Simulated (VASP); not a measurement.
Runs of VASP 6.6.1 on AlN. The structure is that of space group P6_3mc (No. 186), or close to it. The cells are those of the table. 

| level | cell | k mesh | cutoff (eV) | smearing | gap on the mesh (eV) | pressure (GPa) | largest force (eV/Å) |
| --- | --- | --- | --- | --- | --- | --- | --- |
| PBEsol | a = 3.036, b = 3.036, c = 5.157 Å, angles 90.0, 90.0, 120.0°, 4 atoms | 9 × 9 × 6 | 520 | gaussian 0.02 eV | 3.93 | 9.5 | 1.50 |
| PBEsol | a = 3.114, b = 3.114, c = 4.983 Å, angles 90.0, 90.0, 120.0°, 4 atoms | 12 × 12 × 6 | 600 | gaussian 0.05 eV | 4.11 | (b) | - |
| PBEsol | a = 3.118, b = 3.118, c = 5.438 Å, angles 90.0, 90.0, 120.0°, 4 atoms | 9 × 9 × 6 | 520 | gaussian 0.02 eV | 2.64 | -2.0 | 0.98 |
| PBEsol | a = 3.081, b = 3.081, c = 4.781 Å, angles 90.0, 90.0, 120.0°, 4 atoms | 9 × 9 × 6 | 520 | gaussian 0.02 eV | (d) | (c) | 1.45 |
| r2SCAN | a = 3.104, b = 3.104, c = 5.042 Å, angles 90.0, 90.0, 120.0°, 4 atoms | 9 × 9 × 6 | 520 | gaussian 0.02 eV | (a) | 10.6 | 7.21 |
| PBEsol | a = 3.215, b = 3.255, c = 5.203 Å, angles 90.0, 90.2, 119.5°, 4 atoms | 9 × 9 × 6 | 520 | gaussian 0.02 eV | 2.93 | -19.2 | 1.07 |
| PBEsol | a = 3.111, b = 3.111, c = 4.978 Å, angles 90.0, 90.0, 120.0°, 4 atoms | 6 × 6 × 4 | 520 | gaussian 0.1 eV | 4.09 | 0.5 | 0.18 |

Alike in all rows: task single point; potentials or basis VASP PAW PBE potentials, release 64 (Al, N); no spin polarisation.

Task: Estimate the missing entries.

Result: (a) 4.47; (b) -0.2; (c) 15.4; (d) 4.70.

Caveats: the PAW data sets were made with another functional, which shifts forces and pressure a little.

A k mesh can miss the band edges.
